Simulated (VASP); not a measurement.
Here is a VASP 6.6.1 calculation.

INCAR

```
PREC = Accurate
ENCUT = 520
EDIFF = 1E-7
ISMEAR = 0
SIGMA = 0.01
LREAL = False
LASPH = True
NELM = 60
ALGO = Normal
ISIF = 2
LWAVE = False
LCHARG = True
GGA = PE
LELF = True
LVHAR = True
NBANDS = 15
```

Contents of KPOINTS:

```
regular mesh
0
Gamma
  4 4 4
```

File POSCAR:

```
BaTe
1.0
   -0.0176619341      3.5323868249      3.5323868249
    3.5323868249     -0.0176619341      3.5323868249
    3.5147248908      3.5147248908      0.0000000000
Ba Te
1 1
Direct
    0.0000000000      0.0000000000      0.0000000000
    0.5000000000      0.5000000000      0.5000000000
```

Potentials or basis: VASP PAW PBE potentials, release 64 (Ba_sv, Te).

The run is started by

```console
$ cat potpaw_PBE.64/Ba_sv/POTCAR potpaw_PBE.64/Te/POTCAR > POTCAR
$ mpirun -np 1 vasp_std > vasp.out
```

Task: Estimate the pressure.

Result: 0.4 GPa.

Task: Estimate the band gap on the k mesh.

Result: 1.56 eV (least direct gap 1.93 eV).

Stress tensor (GPa, compression positive):
```
0.35 0.11 0.00
0.11 0.35 0.00
0.00 0.00 0.35
```

Caveat: the cell differs from its parent crystal (shear xy strain -1.0%); spin-orbit coupling is left out, which moves the levels of the heavy elements. A k mesh can miss the band edges.
